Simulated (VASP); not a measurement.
# Ga2SnO3 (R-3m) in VASP: relaxation of cell and atoms with PBE

Aim: the relaxation of cell and atoms of Ga2SnO3 with PBE.

All numbers are computed with VASP 6.6.1; they aren't measurements. Logs are shortened: lines on timing, memory, paths and dates and some standing lists are left out, and cuts for length are marked.

**1. The cell of the first run**

It takes space group R-3m (No. 166, trigonal). The conventional cell has a = 5.947 Å, b = 5.947 Å, c = 8.467 Å, α = 90.00°, β = 90.00°, γ = 120.00°. Within 3.0 Å of Ga (site symmetry 3m) lie 3 O at 2.25 Å and 1 Ga at 2.72 Å and 1 Sn at 2.87 Å. Within 2.9 Å of Sn (site symmetry -3m) lie 6 O at 2.22 Å and 2 Ga at 2.87 Å. O (site symmetry 2/m) has 2 Sn at 2.22 Å and 2 Ga at 2.25 Å and 4 O at 2.97 Å within 3.0 Å.

The cell was built from a structure type or drawn by symmetry, and may not be a known phase.

**2. Relaxation of cell and atoms, PBE**

The input, INCAR:

```
SYSTEM = Ga2SnO3
PREC     = Accurate       ! precision mode
ENCUT    = 600            ! plane-wave cutoff, eV
EDIFF    = 1E-6           ! SCF threshold, eV
ISMEAR   = 0              ! smearing method
SIGMA    = 0.1            ! smearing width, eV
LREAL    = .FALSE.        ! projectors in reciprocal space
LASPH    = .TRUE.         ! aspherical terms in the spheres
NELM     = 80             ! most SCF steps
ALGO     = Fast           ! electronic algorithm
ISIF     = 3              ! what is computed and relaxed
LWAVE    = .FALSE.        ! write WAVECAR
LCHARG   = .FALSE.        ! write CHGCAR
GGA      = PE             ! functional
IBRION   = 2              ! ionic algorithm
NSW      = 100            ! ionic steps
EDIFFG   = -0.01          ! ionic threshold
```

The input, KPOINTS:

```
regular mesh
0
G
  12 12 12
  0 0 0
```

The input, POSCAR:

```
Ga2SnO3
1.0
    2.9734424170      1.7167177799      2.8223740960
   -2.9734424170      1.7167177799      2.8223740960
    0.0000000000     -3.4334355598      2.8223740960
Ga Sn O
2 1 3
Direct
    0.6608125252      0.6608125252      0.6608125252
    0.3391874748      0.3391874748      0.3391874748
    0.0000000000      0.0000000000      0.0000000000
    0.0000000000      0.5000000000      0.0000000000
    0.5000000000      0.0000000000      0.0000000000
    0.0000000000      0.0000000000      0.5000000000
```

Potentials or basis: VASP PAW PBE potentials, release 64 (Ga_d, Sn_d, O).

The run is started by

```sh
$ cat potpaw_PBE.64/Ga_d/POTCAR potpaw_PBE.64/Sn_d/POTCAR potpaw_PBE.64/O/POTCAR > POTCAR
$ mpirun -np 1 vasp_std > vasp.out
```

OUTCAR:

```text
SYSTEM = Ga2SnO3
   PREC = Accurate
   ENCUT = 600
   EDIFF = 1E-6
   ISMEAR = 0
   LREAL = .FALSE.
   LASPH = .TRUE.
   NELM = 80
   ISIF = 3
   GGA = PE
   IBRION = 2
   NSW = 100
   EDIFFG = -0.01

 ion  position               nearest neighbor table
   1  0.661  0.661  0.661-   4 2.25   5 2.25   6 2.25   2 2.72   3 2.87
   2  0.339  0.339  0.339-   4 2.25   5 2.25   6 2.25   1 2.72   3 2.87
   3  0.000  0.000  0.000-   4 2.22   5 2.22   4 2.22   5 2.22   6 2.22   6 2.22   1 2.87   2 2.87

   4  0.000  0.500  0.000-   3 2.22   3 2.22   1 2.25   2 2.25
   5  0.500  0.000  0.000-   3 2.22   3 2.22   1 2.25   2 2.25
   6  0.000  0.000  0.500-   3 2.22   3 2.22   1 2.25   2 2.25

  LATTYP: Found a trigonal (rhomboedric) cell.
 ALAT       =     4.4445781893
 COS(alpha) =     0.1048661941

  Lattice vectors:

 A1 = (   2.9734424170,   1.7167177799,   2.8223740960)
 A2 = (  -2.9734424170,   1.7167177799,   2.8223740960)
 A3 = (   0.0000000000,  -3.4334355598,   2.8223740960)

Analysis of symmetry for initial positions (statically):
=====================================================================
 Subroutine PRICEL returns:
 Original cell was already a primitive cell.

 Routine SETGRP: Setting up the symmetry group for a
 trigonal (rhombohedral) supercell.

 Subroutine GETGRP returns: Found 12 space group operations
 (whereof 12 operations were pure point group operations)
 out of a pool of 12 trial point group operations.

The static configuration has the point symmetry D_3d.

Analysis of symmetry for dynamics (positions and initial velocities):
=====================================================================
 Subroutine PRICEL returns:
 Original cell was already a primitive cell.

 Routine SETGRP: Setting up the symmetry group for a
 trigonal (rhombohedral) supercell.

 Subroutine GETGRP returns: Found 12 space group operations
 (whereof 12 operations were pure point group operations)
 out of a pool of 12 trial point group operations.

The dynamic configuration has the point symmetry D_3d.

 Subroutine INISYM returns: Found 12 space group operations
 (whereof 12 operations are pure point group operations),
 and found     1 'primitive' translations

----------------------------------------------------------------------------------------

                                     Primitive cell

  volume of cell :      86.4419

  direct lattice vectors                    reciprocal lattice vectors
     2.973442417  1.716717780  2.822374096     0.168155266  0.097084488  0.118103881
    -2.973442417  1.716717780  2.822374096    -0.168155266  0.097084488  0.118103881
     0.000000000 -3.433435560  2.822374096     0.000000000 -0.194168976  0.118103881

  length of vectors
     4.444578189  4.444578189  4.444578189     0.227266623  0.227266623  0.227266623

  position of ions in fractional coordinates (direct lattice)
     0.660812525  0.660812525  0.660812525
     0.339187475  0.339187475  0.339187475
     0.000000000  0.000000000  0.000000000
     0.000000000  0.500000000  1.000000000
     0.500000000  0.000000000  1.000000000
     1.000000000  1.000000000  0.500000000

  ion indices of the primitive-cell ions
   primitive index   ion index
                 1           1
                 2           2
                 3           3
                 4           4
                 5           5
                 6           6

----------------------------------------------------------------------------------------

 KPOINTS: regular mesh

Automatic generation of k-mesh.
 Grid dimensions read from file:
 generate k-points for:   12   12   12

 Generating k-lattice:

  Cartesian coordinates                     Fractional coordinates (reciprocal lattice)
     0.014012939  0.008090374  0.009841990     0.083333333  0.000000000  0.000000000
    -0.014012939  0.008090374  0.009841990     0.000000000  0.083333333  0.000000000
     0.000000000 -0.016180748  0.009841990     0.000000000  0.000000000  0.083333333

  Length of vectors
     0.018938885  0.018938885  0.018938885

  Shift w.r.t. Gamma in fractional coordinates (k-lattice)
     0.000000000  0.000000000  0.000000000

 Subroutine IBZKPT returns following result:
 ===========================================

 Found    189 irreducible k-points:

 Following reciprocal coordinates:
            Coordinates               Weight
  0.000000  0.000000  0.000000      1.000000
  0.083333  0.000000 -0.000000      6.000000
  0.166667  0.000000 -0.000000      6.000000
  0.250000  0.000000 -0.000000      6.000000
  0.333333  0.000000 -0.000000      6.000000
  0.416667  0.000000 -0.000000      6.000000
[... 16 lines left out ...]
  0.500000  0.166667 -0.000000     12.000000
 -0.416667  0.166667  0.000000     12.000000
 [... further k-points ...]
   k-points           NKPTS =    189   k-points in BZ     NKDIM =    189   number of bands    NBANDS=     34
   number of dos      NEDOS =    301   number of ions     NIONS =      6
   total plane-waves  NPLWV =  46656
   dimension x,y,z NGX =    36 NGY =   36 NGZ =   36
   dimension x,y,z NGXF=    72 NGYF=   72 NGZF=   72
   ions per type =               2   1   3
   NGX,Y,Z   is equivalent  to a cutoff of  13.47, 13.47, 13.47 a.u.
   NGXF,Y,Z  is equivalent  to a cutoff of  26.93, 26.93, 26.93 a.u.
 SYSTEM =  Ga2SnO3
   PREC   = accura    normal or accurate (medium, high low for compatibility)
   ISTART =      0    job   : 0-new  1-cont  2-samecut
   ICHARG =      2    charge: 1-file 2-atom 10-const
   ISPIN  =      1    spin polarized calculation?
   LNONCOLLINEAR =      F non collinear calculations
   LSORBIT =      F    spin-orbit coupling
   LASPH  =      T    aspherical Exc in radial PAW
   ENCUT  =  600.0 eV  44.10 Ry    6.64 a.u.   8.88  8.88  8.88*2*pi/ulx,y,z
   NELM   =     80;   NELMIN=  2; NELMDL= -5     # of ELM steps
   EDIFF  = 0.1E-05   stopping-criterion for ELM
   LREAL  =      F    real-space projection
   EDIFFG = -.1E-01   stopping-criterion for IOM
   NSW    =    100    number of steps for IOM
   IBRION =      2    ionic relax: 0-MD 1-quasi-New 2-CG
   NFREE  =      1    steps in history (QN), initial steepest desc. (CG)
   ISIF   =      3    stress and relaxation
   ISYM   =      2    0-nonsym 1-usesym 2-fastsym
   POTIM  = 0.5000    time-step for ionic-motion
   TEBEG  =    0.0;   TEEND  =   0.0 temperature during run
   PSTRESS=    0.0 pullay stress
   NELECT =      58.0000    total number of electrons
   NUPDOWN=      -1.0000    fix difference up-down
   EMIN   =  10.00;   EMAX   =-10.00  energy-range for DOS
   EFERMI =   0.00;   METHOD = LEGACY
   ISMEAR =     0;   SIGMA  =   0.10  broadening in eV -4-tet -1-fermi 0-gaus
   EFERMI_NEDOS =   21; number of points for ismear=-14 and -15
   IALGO  =     68    algorithm
   IMIX   =      4    mixing-type and parameters
     AMIX     =   0.40;   BMIX     =  1.00
     AMIX_MAG =   1.60;   BMIX_MAG =  1.00
  volume/ion in A,a.u.               =      14.41        97.22
  Fermi-wavevector in a.u.,A,eV,Ry     =   1.433209  2.708372 27.947549  2.054087
  Thomas-Fermi vector in A             =   2.552752
   LORBIT       =      0    0 simple, 1 ext, 2 COOP (PROOUT), +10 PAW based schemes
   GGA     = PE    functional components
   LHFCALC =     F    Hartree Fock is set to
   AEXX    =    0.0000 exact exchange contribution
   IVDW    =     0    specifies the selected vdW correction
   LEPSILON=     F    determine dielectric tensor
   LRPA    =     F    only Hartree local field effects (RPA)
 conjugate gradient relaxation of ions
 non-spin polarized calculation
 RMM-DIIS sequential band-by-band and
 Gauss-broadening in eV      SIGMA  =   0.10
  energy-cutoff  :      600.00
  volume of cell :       86.44
 maximum number of plane-waves:      2904
   NGX = 17   NGY = 17   NGZ = 17

--------------------------------------- Ionic step        1  -------------------------------------------

 number of electron      57.9999987 magnetization

 Free energy of the ion-electron system (eV)
  ---------------------------------------------------
  ext. energy  EPLUGINS =         0.00000000
  ---------------------------------------------------
  free energy    TOTEN  =       -29.76010104 eV

  energy without entropy =      -29.75312480  energy(sigma->0) =      -29.75661292

------------------------ aborting loop because EDIFF is reached ----------------------------------------

  FORCE on cell =-STRESS in cart. coord.  units (eV):
  Direction    XX          YY          ZZ          XY          YZ          ZX
  --------------------------------------------------------------------------------------
  -------------------------------------------------------------------------------------
  Total       -0.0295075     -0.0295075      0.1237742      0.0000000     -0.0000000     -0.0000000
  in kB       -0.5469141     -0.5469141      2.2941211      0.0000000     -0.0000000     -0.0000000
  external PRESSURE =       0.4000976 kB  Pullay stress =       0.0000000 kB
[... 105 lines left out ...]
  energy  without entropy=      -29.7535889273  energy(sigma->0) =      -29.75706715

--------------------------------------- Ionic step        4  -------------------------------------------

 number of electron      57.9999983 magnetization

 Free energy of the ion-electron system (eV)
  ---------------------------------------------------
  ext. energy  EPLUGINS =         0.00000000
  ---------------------------------------------------
  free energy    TOTEN  =       -29.76060897 eV

  energy without entropy =      -29.75367523  energy(sigma->0) =      -29.75714210

 E-fermi :   6.0600     XC(G=0): -10.8442

 val. band max:        6.0499053545   @ k =  -0.3333   0.2500   0.0833
 cond. band min:       6.0780805877   @ k =   0.2500   0.2500   0.2500
 fundamental gap:      0.0281752332
 Fermi energy:         6.0599601767

 k-point     1 :       0.0000    0.0000    0.0000
  band No.  band energies     occupation
      1     -16.5365      2.00000
      2     -16.5365      2.00000
      3     -16.2145      2.00000
      4     -16.1559      2.00000
      5     -16.1559      2.00000
      6     -13.6931      2.00000
[... 877 lines left out ...]
     33      10.0563      0.00000
     34      10.8736      0.00000

 [... further k-points ...]

------------------------ aborting loop because EDIFF is reached ----------------------------------------

  FORCE on cell =-STRESS in cart. coord.  units (eV):
  Direction    XX          YY          ZZ          XY          YZ          ZX
  --------------------------------------------------------------------------------------
  -------------------------------------------------------------------------------------
  Total        0.0007531      0.0007531      0.0023133      0.0000000      0.0000000      0.0000000
  in kB        0.0139681      0.0139681      0.0429053      0.0000000      0.0000000      0.0000000
  external PRESSURE =       0.0236138 kB  Pullay stress =       0.0000000 kB
[... 21 lines left out ...]
  FREE ENERGIE OF THE ION-ELECTRON SYSTEM (eV)
  ---------------------------------------------------
  free  energy   TOTEN  =       -29.7606089722 eV

  energy  without entropy=      -29.7536752269  energy(sigma->0) =      -29.75714210

 reached required accuracy - stopping structural energy minimisation
```

Run time: 48 min. Hardware: 1 thread of Oxide Virtual Turin-like, shared host; peak memory 0.66 GiB.

What came out:

| Quantity | Value |
| --- | --- |
| Free energy | -29.7606 eV |
| Relaxed volume | 14.40 Å³/atom |
| Relaxed cell | a = 4.444 Å, b = 4.444 Å, c = 4.444 Å, α = 83.92°, β = 83.92°, γ = 83.92° |
| Space group after relaxing (to 0.1 Å) | R-3m (No. 166) |
| Energy gained by relaxing | 0.1 meV/atom |
| Ionic steps | 4 |
| Pressure after relaxing | 0.0 GPa |
| Largest force after relaxing | 0.010 eV/Å |
| Band gap on the k mesh | zero (bands 29 and 30 overlap by 1.72 eV) |

Forces on the atoms (eV/Å):
```
Ga   0.000  0.000 -0.010
Ga   0.000  0.000  0.010
Sn   0.000  0.000  0.000
O    0.000  0.000  0.000
O    0.000  0.000  0.000
O    0.000  0.000  0.000
```

The path:
| step | energy change (eV) | largest force (eV/Å) | pressure (GPa) | volume (Å³) |
| --- | --- | --- | --- | --- |
| 1 | 0.0000 | 0.0720 | 0.04 | 86.44 |
| 2 | -0.0004 | 0.0248 | -0.02 | 86.49 |
| 3 | -0.0004 | 0.0118 | -0.10 | 86.50 |
| 4 | -0.0005 | 0.0098 | 0.00 | 86.38 |

Final structure:
```cif
data_structure
_symmetry_space_group_name_H-M 'P 1'
_symmetry_Int_Tables_number 1
_cell_length_a 4.4440
_cell_length_b 4.4440
_cell_length_c 4.4440
_cell_angle_alpha 83.925
_cell_angle_beta 83.925
_cell_angle_gamma 83.925
_cell_volume 86.38
loop_
_atom_site_label
_atom_site_type_symbol
_atom_site_fract_x
_atom_site_fract_y
_atom_site_fract_z
_atom_site_occupancy
Ga1 Ga 0.66016 0.66016 0.66016 1
Ga2 Ga 0.33984 0.33984 0.33984 1
Sn1 Sn 0.00000 0.00000 0.00000 1
O1 O 0.00000 0.50000 0.00000 1
O2 O 0.50000 0.00000 0.00000 1
O3 O 0.00000 0.00000 0.50000 1
```

Caveat: spin-orbit coupling is left out, which moves the levels of the heavy elements.
